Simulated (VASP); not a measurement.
Set up this calculation in VASP 6.6.1, as the native input.

| Quantity | Value |
| --- | --- |
| Task | single point |
| Functional | PBEsol |
| Potentials or basis | VASP PAW PBE potentials, release 64 (Ga_d, Sb) |
| Cutoff | 520 eV |
| k mesh | 10 × 10 × 10 |
| Occupations | gaussian, width 0.01 eV |
| Spin | no spin polarisation |
| Dipole correction | no |
| Further INCAR settings | ALGO = Normal; EDIFF = 1e-07; NBANDS = 16 |

The structure of GaSb lies in POSCAR:

```
GaSb
1.0
    0.0000000000      3.0480000000      3.0480000000
    3.0480000000      0.0000000000      3.0480000000
    3.0480000000      3.0480000000      0.0000000000
Ga Sb
1 1
Direct
    0.0000000000      0.0000000000      0.0000000000
    0.2500000000      0.2500000000      0.2500000000
```

One way to write it, as run:

INCAR

```
ALGO     = Normal         # electronic algorithm
EDIFF    = 1E-7           # SCF threshold, eV
ENCUT    = 520            # plane-wave cutoff, eV
GGA      = PS             # functional
ISIF     = 2              # what is computed and relaxed
ISMEAR   = 0              # smearing method
LASPH    = True           # aspherical terms in the spheres
LCHARG   = False          # write CHGCAR
LREAL    = False          # projectors in reciprocal space
LWAVE    = False          # write WAVECAR
NBANDS   = 16             # bands
NELM     = 80             # most SCF steps
PREC     = Accurate       # precision mode
SIGMA    = 0.01           # smearing width, eV
```

KPOINTS

```
k-points
0
Gamma
  10 10 10
```

Potentials or basis: VASP PAW PBE potentials, release 64 (Ga_d, Sb).

Run with:

```sh
$ cat potpaw_PBE.64/Ga_d/POTCAR potpaw_PBE.64/Sb/POTCAR > POTCAR
$ mpirun -np 1 vasp_std > vasp.out
```

It gave:

```json
{"Pressure": "0.5 GPa", "Band gap on the k mesh": "0.07 eV"}
```

Caveat: the PAW data sets were made with another functional, which shifts forces and pressure a little; spin-orbit coupling is left out, which moves the levels of the heavy elements.

Run time: 29 s on 1 thread of AMD EPYC 7R43 64-Core Processor (Zen 3), with other jobs on the host, peak memory 0.15 GiB.
